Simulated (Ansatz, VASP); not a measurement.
Al3As4: VASP beside Ansatz

```
CELL_PARAMETERS angstrom
0.00000 5.72791 0.00000
0.00000 0.00000 -5.72791
-5.72791 0.00000 0.00000
ATOMIC_POSITIONS crystal
Al 0.00000 0.00000 0.00000
Al 0.50000 0.50000 0.00000
Al 0.00000 0.50000 0.50000
As 0.75000 0.75000 0.75000
As 0.25000 0.75000 0.25000
As 0.75000 0.25000 0.25000
As 0.25000 0.25000 0.75000
```

Change from the starting cell: Al vacancy (site a), charge +0, atoms relaxed at the host's cell.

Alike in both runs: task relaxation of the atoms; functional PBE; k mesh 3 × 3 × 3; occupations gaussian, width 0.01 eV; collinear spin.

|  | VASP | Ansatz |
| --- | --- | --- |
| version | VASP 6.6.1 | Ansatz 0.2.0 |
| potentials or method | VASP PAW PBE potentials, release 64 (Al, As), cutoff 520 eV | scalar-relativistic, plane waves, PAW |
| valence electrons in the cell | 29 | 69 |

|  | VASP | Ansatz | Ansatz less VASP |
| --- | --- | --- | --- |
| gap on the k mesh at the Fermi level, each at its own relaxed structure (eV) | none | none | - |
| net moment per atom (μB) | 0.03 | 0.03 | 0.000 |

A gap of «none» marks a metal or a gap that the smearing closes. VASP's potentials hold 29 valence electrons a cell and Ansatz's 69, so a difference there can come from the potentials and not from the codes.

The k mesh is coarse, so the values compare programs but aren't converged.
